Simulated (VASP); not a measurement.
A run of VASP 6.6.1 is set up as follows.

The input INCAR:

```
PREC = Accurate
ENCUT = 500
EDIFF = 1E-6
ISMEAR = 0
SIGMA = 0.1
LREAL = False
LASPH = True
NELM = 120
ALGO = Normal
ISIF = 2
LWAVE = False
LCHARG = False
GGA = PS
NBANDS = 26
GGA_COMPAT = False
```

KPOINTS

```
regular mesh
0
Gamma
  6 6 6
```

POSCAR

```
In
1.0
    5.5750530085      0.0000000000      0.0000000000
   -2.7875265043      4.8281375328      0.0000000000
    0.0000000000      0.0000000000      3.4177498878
In
3
Direct
    0.0000000000      0.0000000000      0.0000000000
    0.3333333333      0.6666666667      0.5000000000
    0.6666666667      0.3333333333      0.5000000000
```

Potentials or basis: VASP PAW PBE potentials, release 64 (In_d).

Launch:

```bash
$ cat potpaw_PBE.64/In_d/POTCAR > POTCAR
$ mpirun -np 1 vasp_std > vasp.out
```

Task: What does it give for the band gap on the k mesh?

Result: Zero (an odd number of electrons rules out a gap without spin polarisation).

Task: Estimate the pressure.

Result: -4.7 GPa.

Stress tensor (GPa, compression positive):
```
-4.33  0.00  0.00
 0.00 -4.33  0.00
 0.00  0.00 -5.40
```

Caveat: the cell stands under tension; the PAW data sets were made with another functional, which shifts forces and pressure a little; spin-orbit coupling is left out, which moves the levels of the heavy elements.
